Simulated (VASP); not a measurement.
# TiSn5 (F-43m) in VASP: notebook

Runs on TiSn5. Level: PBE. Tasks: single point.

Everything below comes from runs of VASP 6.6.1. Logs are shortened: lines on timing, memory, paths and dates and some standing lists are left out, and cuts for length are marked.

### Step 1. The cell of the first run

It takes space group F-43m (No. 216, cubic). Conventional cell: a = 8.530 Å, b = 8.530 Å, c = 8.530 Å, α = 90.00°, β = 90.00°, γ = 90.00°. Ti (site symmetry -43m) has 16 Sn at 3.54 to 3.69 Å within 4.6 Å. Sn (site symmetry -43m) has 12 Sn at 3.54 Å and 4 Ti at 3.69 Å within 4.6 Å. Within 4.0 Å of Sn (site symmetry 3m) lie 9 Sn at 3.02 to 3.54 Å and 3 Ti at 3.54 Å.

The cell was built from a structure type or drawn by symmetry, and may not be a known phase.

### Step 2. Single point, PBE

The input, INCAR:

```
SYSTEM = TiSn5
PREC = Accurate ; ENCUT = 520
EDIFF = 1E-6 ; ISMEAR = 0
SIGMA = 0.1 ; LREAL = .FALSE.
LASPH = .TRUE. ; NELM = 80
ALGO = Normal ; ISIF = 2
LWAVE = .FALSE. ; LCHARG = .FALSE.
GGA = PE ; NBANDS = 50
```

The input, KPOINTS:

```
Automatic mesh
0
G
  4 4 4
  0 0 0
```

The input, POSCAR:

```
TiSn5
1.0
    0.0000000000      4.2647514300      4.2647514300
    4.2647514300      0.0000000000      4.2647514300
    4.2647514300      4.2647514300      0.0000000000
Ti Sn
1 5
Direct
    0.0000000000      0.0000000000      0.0000000000
    0.2500000000      0.2500000000      0.2500000000
    0.1250000000      0.6250000000      0.6250000000
    0.6250000000      0.6250000000      0.6250000000
    0.6250000000      0.1250000000      0.6250000000
    0.6250000000      0.6250000000      0.1250000000
```

Potentials or basis: VASP PAW PBE potentials, release 64 (Ti_sv, Sn_d).

Launch:

```
$ cat potpaw_PBE.64/Ti_sv/POTCAR potpaw_PBE.64/Sn_d/POTCAR > POTCAR
$ mpirun -np 1 vasp_std > vasp.out
```

OUTCAR:

```text
SYSTEM = TiSn5
   PREC = Accurate
   ENCUT = 520
   EDIFF = 1E-6
   ISMEAR = 0
   LREAL = .FALSE.
   LASPH = .TRUE.
   NELM = 80
   ISIF = 2
   GGA = PE

 ion  position               nearest neighbor table
   1  0.000  0.000  0.000-
   2  0.250  0.250  0.250-   3 3.54   5 3.54   6 3.54   3 3.54   4 3.54   5 3.54   3 3.54   4 3.54
                             6 3.54   4 3.54   5 3.54   6 3.54
   3  0.125  0.625  0.625-   4 3.02   6 3.02   5 3.02   4 3.02   5 3.02   6 3.02   2 3.54   2 3.54
                             2 3.54
   4  0.625  0.625  0.625-   3 3.02   5 3.02   6 3.02   6 3.02   5 3.02   3 3.02   2 3.54   2 3.54
                             2 3.54
   5  0.625  0.125  0.625-   4 3.02   6 3.02   3 3.02   4 3.02   6 3.02   3 3.02   2 3.54   2 3.54
                             2 3.54
   6  0.625  0.625  0.125-   4 3.02   3 3.02   4 3.02   5 3.02   5 3.02   3 3.02   2 3.54   2 3.54
                             2 3.54

  LATTYP: Found a face centered cubic cell.
 ALAT       =     8.5295028600

  Lattice vectors:

 A1 = (   0.0000000000,   4.2647514300,   4.2647514300)
 A2 = (   4.2647514300,   0.0000000000,   4.2647514300)
 A3 = (   4.2647514300,   4.2647514300,   0.0000000000)

Analysis of symmetry for initial positions (statically):
=====================================================================
 Subroutine PRICEL returns:
 Original cell was already a primitive cell.

 Routine SETGRP: Setting up the symmetry group for a
 face centered cubic supercell.

 Subroutine GETGRP returns: Found 24 space group operations
 (whereof 24 operations were pure point group operations)
 out of a pool of 48 trial point group operations.

The static configuration has the point symmetry T_d .

Analysis of symmetry for dynamics (positions and initial velocities):
=====================================================================
 Subroutine PRICEL returns:
 Original cell was already a primitive cell.

 Routine SETGRP: Setting up the symmetry group for a
 face centered cubic supercell.

 Subroutine GETGRP returns: Found 24 space group operations
 (whereof 24 operations were pure point group operations)
 out of a pool of 48 trial point group operations.

The dynamic configuration has the point symmetry T_d .

 Subroutine INISYM returns: Found 24 space group operations
 (whereof 24 operations are pure point group operations),
 and found     1 'primitive' translations

----------------------------------------------------------------------------------------

                                     Primitive cell

  volume of cell :     155.1355

  direct lattice vectors                    reciprocal lattice vectors
     0.000000000  4.264751430  4.264751430    -0.117240127  0.117240127  0.117240127
     4.264751430  0.000000000  4.264751430     0.117240127 -0.117240127  0.117240127
     4.264751430  4.264751430  0.000000000     0.117240127  0.117240127 -0.117240127

  length of vectors
     6.031269312  6.031269312  6.031269312     0.203065857  0.203065857  0.203065857

  position of ions in fractional coordinates (direct lattice)
     0.000000000  0.000000000  0.000000000
     0.250000000  0.250000000  0.250000000
     0.125000000  0.625000000  0.625000000
     0.625000000  0.625000000  0.625000000
     0.625000000  0.125000000  0.625000000
     0.625000000  0.625000000  0.125000000

  ion indices of the primitive-cell ions
   primitive index   ion index
                 1           1
                 2           2
                 3           3
                 4           4
                 5           5
                 6           6

----------------------------------------------------------------------------------------

 KPOINTS: Automatic mesh

Automatic generation of k-mesh.
 Grid dimensions read from file:
 generate k-points for:    4    4    4

 Generating k-lattice:

  Cartesian coordinates                     Fractional coordinates (reciprocal lattice)
    -0.029310032  0.029310032  0.029310032     0.250000000  0.000000000  0.000000000
     0.029310032 -0.029310032  0.029310032     0.000000000  0.250000000  0.000000000
     0.029310032  0.029310032 -0.029310032     0.000000000  0.000000000  0.250000000

  Length of vectors
     0.050766464  0.050766464  0.050766464

  Shift w.r.t. Gamma in fractional coordinates (k-lattice)
     0.000000000  0.000000000  0.000000000

 Subroutine IBZKPT returns following result:
 ===========================================

 Found      8 irreducible k-points:

 Following reciprocal coordinates:
            Coordinates               Weight
  0.000000  0.000000  0.000000      1.000000
  0.250000  0.000000  0.000000      8.000000
  0.500000  0.000000  0.000000      4.000000
  0.250000  0.250000  0.000000      6.000000
  0.500000  0.250000  0.000000     24.000000
 -0.250000  0.250000  0.000000     12.000000
  0.500000  0.500000  0.000000      3.000000
 -0.250000  0.500000  0.250000      6.000000
   k-points           NKPTS =      8   k-points in BZ     NKDIM =      8   number of bands    NBANDS=     50
   number of dos      NEDOS =    301   number of ions     NIONS =      6
   total plane-waves  NPLWV = 110592
   dimension x,y,z NGX =    48 NGY =   48 NGZ =   48
   dimension x,y,z NGXF=    96 NGYF=   96 NGZF=   96
   ions per type =               1   5
   NGX,Y,Z   is equivalent  to a cutoff of  13.23, 13.23, 13.23 a.u.
   NGXF,Y,Z  is equivalent  to a cutoff of  26.46, 26.46, 26.46 a.u.
 SYSTEM =  TiSn5
   PREC   = accura    normal or accurate (medium, high low for compatibility)
   ISTART =      0    job   : 0-new  1-cont  2-samecut
   ICHARG =      2    charge: 1-file 2-atom 10-const
   ISPIN  =      1    spin polarized calculation?
   LNONCOLLINEAR =      F non collinear calculations
   LSORBIT =      F    spin-orbit coupling
   LASPH  =      T    aspherical Exc in radial PAW
   ENCUT  =  520.0 eV  38.22 Ry    6.18 a.u.  11.21 11.21 11.21*2*pi/ulx,y,z
   NELM   =     80;   NELMIN=  2; NELMDL= -5     # of ELM steps
   EDIFF  = 0.1E-05   stopping-criterion for ELM
   LREAL  =      F    real-space projection
   EDIFFG = 0.1E-04   stopping-criterion for IOM
   NSW    =      0    number of steps for IOM
   IBRION =     -1    ionic relax: 0-MD 1-quasi-New 2-CG
   NFREE  =      0    steps in history (QN), initial steepest desc. (CG)
   ISIF   =      2    stress and relaxation
   ISYM   =      2    0-nonsym 1-usesym 2-fastsym
   POTIM  = 0.5000    time-step for ionic-motion
   TEBEG  =    0.0;   TEEND  =   0.0 temperature during run
   PSTRESS=    0.0 pullay stress
   NELECT =      82.0000    total number of electrons
   NUPDOWN=      -1.0000    fix difference up-down
   EMIN   =  10.00;   EMAX   =-10.00  energy-range for DOS
   EFERMI =   0.00;   METHOD = LEGACY
   ISMEAR =     0;   SIGMA  =   0.10  broadening in eV -4-tet -1-fermi 0-gaus
   EFERMI_NEDOS =   21; number of points for ismear=-14 and -15
   IALGO  =     38    algorithm
   IMIX   =      4    mixing-type and parameters
     AMIX     =   0.40;   BMIX     =  1.00
     AMIX_MAG =   1.60;   BMIX_MAG =  1.00
  volume/ion in A,a.u.               =      25.86       174.48
  Fermi-wavevector in a.u.,A,eV,Ry     =   1.323658  2.501351 23.838360  1.752070
  Thomas-Fermi vector in A             =   2.453250
   LORBIT       =      0    0 simple, 1 ext, 2 COOP (PROOUT), +10 PAW based schemes
   GGA     = PE    functional components
   LHFCALC =     F    Hartree Fock is set to
   AEXX    =    0.0000 exact exchange contribution
   IVDW    =     0    specifies the selected vdW correction
   LEPSILON=     F    determine dielectric tensor
   LRPA    =     F    only Hartree local field effects (RPA)
 non-spin polarized calculation
 Gauss-broadening in eV      SIGMA  =   0.10
  energy-cutoff  :      520.00
  volume of cell :      155.14
 maximum number of plane-waves:      4279
 NGX is ok and might be reduce to    48
   NGX = 23   NGY = 23   NGZ = 23

 number of electron      82.0000026 magnetization

 Free energy of the ion-electron system (eV)
  ---------------------------------------------------
  ext. energy  EPLUGINS =         0.00000000
  ---------------------------------------------------
  free energy    TOTEN  =       -24.55077838 eV

  energy without entropy =      -24.51378973  energy(sigma->0) =      -24.53228405

 E-fermi :   8.2161     XC(G=0): -10.4164

 val. band max:        8.1882978340   @ k =   0.5000   0.5000   0.0000
 cond. band min:       8.2198418127   @ k =  -0.2500   0.5000   0.2500
 fundamental gap:      0.0315439787
 Fermi energy:         8.2161344343

 k-point     1 :       0.0000    0.0000    0.0000
  band No.  band energies     occupation
      1     -49.4747      2.00000
      2     -25.7298      2.00000
      3     -25.7298      2.00000
      4     -25.7298      2.00000
      5     -13.7651      2.00000
      6     -13.6327      2.00000
[... 42 lines left out ...]
     49       9.6528      0.00000
     50      13.7169      0.00000

 k-point     2 :       0.2500    0.0000    0.0000
  band No.  band energies     occupation
      1     -49.4747      2.00000
      2     -25.7298      2.00000
      3     -25.7298      2.00000
      4     -25.7298      2.00000
      5     -13.7253      2.00000
      6     -13.6219      2.00000
[... 42 lines left out ...]
     49      11.0674      0.00000
     50      11.7003      0.00000

 k-point     3 :       0.5000    0.0000    0.0000
  band No.  band energies     occupation
      1     -49.4747      2.00000
      2     -25.7298      2.00000
      3     -25.7297      2.00000
      4     -25.7297      2.00000
      5     -13.6917      2.00000
      6     -13.6168      2.00000
[... 254 lines left out ...]
     49      10.3678      0.00000
     50      10.6992      0.00000

 k-point     8 :      -0.2500    0.5000    0.2500
  band No.  band energies     occupation
      1     -49.4747      2.00000
      2     -25.7298      2.00000
      3     -25.7298      2.00000
      4     -25.7298      2.00000
      5     -13.5862      2.00000
      6     -13.5862      2.00000
[... 42 lines left out ...]
     49      11.0317      0.00000
     50      11.3651      0.00000

------------------------ aborting loop because EDIFF is reached ----------------------------------------

  FORCE on cell =-STRESS in cart. coord.  units (eV):
  Direction    XX          YY          ZZ          XY          YZ          ZX
  --------------------------------------------------------------------------------------
  -------------------------------------------------------------------------------------
  Total        2.0155950      2.0155950      2.0155950      0.0000000     -0.0000000      0.0000000
  in kB       20.8162590     20.8162590     20.8162590      0.0000000     -0.0000000      0.0000000
  external PRESSURE =      20.8162590 kB  Pullay stress =       0.0000000 kB

 VOLUME and BASIS-vectors are now :
 -----------------------------------------------------------------------------
  energy-cutoff  :      520.00
  volume of cell :      155.14
      direct lattice vectors                 reciprocal lattice vectors
     0.000000000  4.264751430  4.264751430    -0.117240127  0.117240127  0.117240127
     4.264751430  0.000000000  4.264751430     0.117240127 -0.117240127  0.117240127
     4.264751430  4.264751430  0.000000000     0.117240127  0.117240127 -0.117240127

 POSITION                                       TOTAL-FORCE (eV/Angst)
 -----------------------------------------------------------------------------------
      0.00000      0.00000      0.00000        -0.000000     -0.000000     -0.000000
      2.13238      2.13238      2.13238        -0.000000     -0.000000     -0.000000
      5.33094      3.19856      3.19856        -0.088475      0.088475      0.088475
      5.33094      5.33094      5.33094        -0.088475     -0.088475     -0.088475
      3.19856      5.33094      3.19856         0.088475     -0.088475      0.088475
      3.19856      3.19856      5.33094         0.088475      0.088475     -0.088475
 -----------------------------------------------------------------------------------
    total drift:                                0.000000      0.000000     -0.000000

  FREE ENERGIE OF THE ION-ELECTRON SYSTEM (eV)
  ---------------------------------------------------
  free  energy   TOTEN  =       -24.5507783755 eV

  energy  without entropy=      -24.5137897317  energy(sigma->0) =      -24.53228405
```

Wall time 2.4 min (1 thread of AMD EPYC 7R43 (Zen 3), shared host); peak memory 0.29 GiB.

Results:

```yaml
Free_energy: -24.5508 eV
Pressure: 2.1 GPa
Band_gap_on_the_k_mesh: zero (bands 41 and 42 overlap by 0.42 eV)
```

Caveat: spin-orbit coupling is left out, which moves the levels of the heavy elements.

### Step 3. Single point, PBE, collinear spin

The input, INCAR:

```
  PREC = Accurate
  ENCUT = 520
  EDIFF = 1E-6
  ISMEAR = 0
  SIGMA = 0.1
  LREAL = False
  LASPH = True
  NELM = 150
  ALGO = Normal
  ISIF = 2
  LWAVE = False
  LCHARG = False
  ISPIN = 2
  MAGMOM = 1 0 0 0 0 0
  LORBIT = 11
  LMAXMIX = 4
  GGA = PE
  NBANDS = 54
```

The input, KPOINTS:

```
regular mesh
0
Gamma
  4 4 4
```

POSCAR is that of step 2.

Potentials or basis: VASP PAW PBE potentials, release 64 (Ti_sv, Sn_d).

Launch:

```
$ cat potpaw_PBE.64/Ti_sv/POTCAR potpaw_PBE.64/Sn_d/POTCAR > POTCAR
$ mpirun -np 1 vasp_std > vasp.out
```

Run time: 5.8 min. Hardware: 1 thread of AMD EPYC 7R43 (Zen 3), shared host; peak memory 0.41 GiB.

Results (log left out):

```yaml
Free_energy: -24.5508 eV
Pressure: 2.1 GPa
Band_gap_on_the_k_mesh: zero (filled and empty bands overlap)
Net_moment: 0.00 μB per cell
Valence_electrons_inside_the_program's_atomic_spheres: Ti 9.98; Sn 12.10, 12.29 (each value once)
```

Levels at points of the mesh, in eV from the Fermi level:
Spin up:
```
           k point  band 38  band 39  band 40  band 41  band 42  band 43  band 44  band 45
(0.00, 0.00, 0.00)    -3.83    -2.10    -2.10    -0.13    -0.13    -0.13     0.99     0.99
(0.50, 0.00, 0.00)    -0.95    -0.95    -0.40     0.14     0.14     0.39     0.83     0.83
(0.50, 0.50, 0.00)    -0.64    -0.64    -0.21    -0.03    -0.03     0.48     0.72     1.04
```
Spin down:
```
           k point  band 39  band 40  band 41  band 42  band 43  band 44
(0.00, 0.00, 0.00)    -2.10    -2.10    -0.13    -0.13    -0.13     0.99
(0.50, 0.00, 0.00)    -0.95    -0.40     0.14     0.14     0.39     0.83
(0.50, 0.50, 0.00)    -0.64    -0.21    -0.03    -0.03     0.47     0.72
```

Caveat: spin-orbit coupling is left out, which moves the levels of the heavy elements.
